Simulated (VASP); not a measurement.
# Ba (Pm-3m) in VASP: single point with PBEsol

Aim: the single point of Ba with PBEsol.

Everything below comes from runs of VASP 6.6.1. Logs are shortened: lines on timing, memory, paths and dates and some standing lists are left out, and cuts for length are marked.

### 1 The cell of the first run

It takes space group Pm-3m (No. 221, cubic). Conventional cell: a = 3.818 Å, b = 3.818 Å, c = 3.818 Å, α = 90.00°, β = 90.00°, γ = 90.00°. Ba (site symmetry m-3m) has 6 Ba at 3.82 Å within 5.0 Å.

### 2 Single point, PBEsol

INCAR

```
  ALGO = Normal
  EDIFF = 1E-7
  ENCUT = 520
  GGA = PS
  ISIF = 2
  ISMEAR = -1
  LASPH = T
  LCHARG = F
  LREAL = F
  LWAVE = F
  NBANDS = 11
  NELM = 80
  PREC = Accurate
  SIGMA = 0.13605693000000002
```

KPOINTS

```
k-points
0
Gamma
  9 9 9
```

POSCAR

```
Ba
1.0
    3.8175320993      0.0000000000      0.0000000000
    0.0000000000      3.8175320993      0.0000000000
    0.0000000000      0.0000000000      3.8175320993
Ba
1
Direct
    0.0000000000      0.0000000000      0.0000000000
```

Potentials or basis: VASP PAW PBE potentials, release 64 (Ba_sv).

The run is started by

```sh
cat potpaw_PBE.64/Ba_sv/POTCAR > POTCAR
mpirun -np 1 vasp_std > vasp.out
```

OUTCAR:

```text
EDIFF = 1E-7
   ENCUT = 520
   GGA = PS
   ISIF = 2
   ISMEAR = -1
   LASPH = T
   LREAL = F
   NELM = 80
   PREC = Accurate

 ion  position               nearest neighbor table
   1  0.000  0.000  0.000-

  LATTYP: Found a simple cubic cell.
 ALAT       =     3.8175320993

  Lattice vectors:

 A1 = (   3.8175320993,   0.0000000000,   0.0000000000)
 A2 = (   0.0000000000,   3.8175320993,   0.0000000000)
 A3 = (   0.0000000000,   0.0000000000,   3.8175320993)

Analysis of symmetry for initial positions (statically):
=====================================================================
 Subroutine PRICEL returns:
 Original cell was already a primitive cell.

 Routine SETGRP: Setting up the symmetry group for a
 simple cubic supercell.

 Subroutine GETGRP returns: Found 48 space group operations
 (whereof 48 operations were pure point group operations)
 out of a pool of 48 trial point group operations.

The static configuration has the point symmetry O_h .

Analysis of symmetry for dynamics (positions and initial velocities):
=====================================================================
 Subroutine PRICEL returns:
 Original cell was already a primitive cell.

 Routine SETGRP: Setting up the symmetry group for a
 simple cubic supercell.

 Subroutine GETGRP returns: Found 48 space group operations
 (whereof 48 operations were pure point group operations)
 out of a pool of 48 trial point group operations.

The dynamic configuration has the point symmetry O_h .

 Subroutine INISYM returns: Found 48 space group operations
 (whereof 48 operations are pure point group operations),
 and found     1 'primitive' translations

----------------------------------------------------------------------------------------

                                     Primitive cell

  volume of cell :      55.6350

  direct lattice vectors                    reciprocal lattice vectors
     3.817532099  0.000000000  0.000000000     0.261949336  0.000000000  0.000000000
     0.000000000  3.817532099  0.000000000     0.000000000  0.261949336  0.000000000
     0.000000000  0.000000000  3.817532099     0.000000000  0.000000000  0.261949336

  length of vectors
     3.817532099  3.817532099  3.817532099     0.261949336  0.261949336  0.261949336

  position of ions in fractional coordinates (direct lattice)
[... 74 lines left out ...]
   LASPH  =      T    aspherical Exc in radial PAW
   ENCUT  =  520.0 eV  38.22 Ry    6.18 a.u.   7.10  7.10  7.10*2*pi/ulx,y,z
   NELM   =     80;   NELMIN=  2; NELMDL= -5     # of ELM steps
   EDIFF  = 0.1E-06   stopping-criterion for ELM
   LREAL  =      F    real-space projection
   EDIFFG = 0.1E-05   stopping-criterion for IOM
   NSW    =      0    number of steps for IOM
   IBRION =     -1    ionic relax: 0-MD 1-quasi-New 2-CG
   NFREE  =      0    steps in history (QN), initial steepest desc. (CG)
   ISIF   =      2    stress and relaxation
   ISYM   =      2    0-nonsym 1-usesym 2-fastsym
   POTIM  = 0.5000    time-step for ionic-motion
   TEBEG  =    0.0;   TEEND  =   0.0 temperature during run
   PSTRESS=    0.0 pullay stress
   NELECT =      10.0000    total number of electrons
   NUPDOWN=      -1.0000    fix difference up-down
   EMIN   =  10.00;   EMAX   =-10.00  energy-range for DOS
   EFERMI =   0.00;   METHOD = LEGACY
   ISMEAR =    -1;   SIGMA  =   0.14  broadening in eV -4-tet -1-fermi 0-gaus
   EFERMI_NEDOS =   21; number of points for ismear=-14 and -15
   IALGO  =     38    algorithm
   IMIX   =      4    mixing-type and parameters
     AMIX     =   0.40;   BMIX     =  1.00
     AMIX_MAG =   1.60;   BMIX_MAG =  1.00
  volume/ion in A,a.u.               =      55.63       375.44
  Fermi-wavevector in a.u.,A,eV,Ry     =   0.923901  1.745920 11.613840  0.853593
  Thomas-Fermi vector in A             =   2.049588
   LORBIT       =      0    0 simple, 1 ext, 2 COOP (PROOUT), +10 PAW based schemes
   GGA     = PS    functional components
   LHFCALC =     F    Hartree Fock is set to
   AEXX    =    0.0000 exact exchange contribution
   IVDW    =     0    specifies the selected vdW correction
   LEPSILON=     F    determine dielectric tensor
   LRPA    =     F    only Hartree local field effects (RPA)
 non-spin polarized calculation
  energy-cutoff  :      520.00
  volume of cell :       55.63
 maximum number of plane-waves:      1511
   NGX = 15   NGY = 15   NGZ = 15

 number of electron      10.0000001 magnetization

 Free energy of the ion-electron system (eV)
  ---------------------------------------------------
  ext. energy  EPLUGINS =         0.00000000
  ---------------------------------------------------
  free energy    TOTEN  =        -1.87822038 eV

  energy without entropy =       -1.79849271  energy(sigma->0) =       -1.83835654

 E-fermi :   1.8885     XC(G=0):  -7.9041

 val. band max:        1.8598423854   @ k =   0.4444   0.4444   0.4444
 cond. band min:       1.8963039185   @ k =   0.1111   0.0000   0.0000
 fundamental gap:      0.0364615331
 Fermi energy:         1.8885284016

 k-point     1 :       0.0000    0.0000    0.0000
  band No.  band energies     occupation
      1     -27.1039      2.00000
      2     -11.8137      2.00000
      3     -11.8137      2.00000
      4     -11.8137      2.00000
      5      -0.7277      2.00000
      6       1.8330      1.20127
      7       1.8330      1.20127
      8       7.3114      0.00000
      9       7.3114      0.00000
     10       7.3114      0.00000
     11      10.0778      0.00000
[... 309 lines left out ...]
 k-point    24 :       0.4444    0.3333    0.1111
  band No.  band energies     occupation
      1     -26.9446      2.00000
      2     -12.6221      2.00000
      3     -12.4068      2.00000
      4     -11.7717      2.00000
      5       1.2285      1.98448
      6       2.6961      0.00527
      7       4.0366      0.00000
      8       4.3575      0.00000
      9       5.7390      0.00000
     10       6.4953      0.00000
     11       9.2600      0.00000

 [... further k-points ...]
[... 5 lines left out ...]
  --------------------------------------------------------------------------------------
  -------------------------------------------------------------------------------------
  Total        0.0807438      0.0807438      0.0807438     -0.0000000     -0.0000000     -0.0000000
  in kB        2.3252606      2.3252606      2.3252606     -0.0000000     -0.0000000     -0.0000000
  external PRESSURE =       2.3252606 kB  Pullay stress =       0.0000000 kB

 VOLUME and BASIS-vectors are now :
 -----------------------------------------------------------------------------
  energy-cutoff  :      520.00
  volume of cell :       55.63
      direct lattice vectors                 reciprocal lattice vectors
     3.817532099  0.000000000  0.000000000     0.261949336  0.000000000  0.000000000
     0.000000000  3.817532099  0.000000000     0.000000000  0.261949336  0.000000000
     0.000000000  0.000000000  3.817532099     0.000000000  0.000000000  0.261949336

 POSITION                                       TOTAL-FORCE (eV/Angst)
 -----------------------------------------------------------------------------------
      0.00000      0.00000      0.00000         0.000000      0.000000      0.000000
 -----------------------------------------------------------------------------------
    total drift:                               -0.000000     -0.000000     -0.000000

  FREE ENERGIE OF THE ION-ELECTRON SYSTEM (eV)
  ---------------------------------------------------
  free  energy   TOTEN  =        -1.8782203781 eV

  energy  without entropy=       -1.7984927052  energy(sigma->0) =       -1.83835654
```

stdout:

```text
POSCAR found type information on POSCAR Ba
 POSCAR found :  1 types and       1 ions
 scaLAPACK will be used
 -----------------------------------------------------------------------------
|                                                                             |
|                                                                             |
|     You enforced a specific xc type in the INCAR file but a different       |
|     I HOPE YOU KNOW WHAT YOU ARE DOING!                                     |
|                                                                             |
 -----------------------------------------------------------------------------

 LDA part: xc-table for (Slater+PW92), standard interpolation
 POSCAR, INCAR and KPOINTS ok, starting setup
 FFT: planning ... GRIDC
 FFT: planning ... GRID_SOFT
 FFT: planning ... GRID
 WAVECAR not read
 entering main loop
```

Wall time 9.4 s (1 thread of Intel Xeon 6975P-C, shared host); peak memory 0.16 GiB.

What came out:

| Quantity | Value |
| --- | --- |
| Free energy | -1.8782 eV |
| Pressure | 0.2 GPa |

Levels at points of the mesh, in eV from the Fermi level:
```csv
k point,band 1,band 2,band 3,band 4,band 5,band 6,band 7,band 8,band 9,band 10
"(0.00, 0.00, 0.00)",-28.99,-13.70,-13.70,-13.70,-2.62,-0.06,-0.06,5.42,5.42,5.42
```

Caveat: the PAW data sets were made with another functional, which shifts forces and pressure a little; spin-orbit coupling is left out, which moves the levels of the heavy elements.
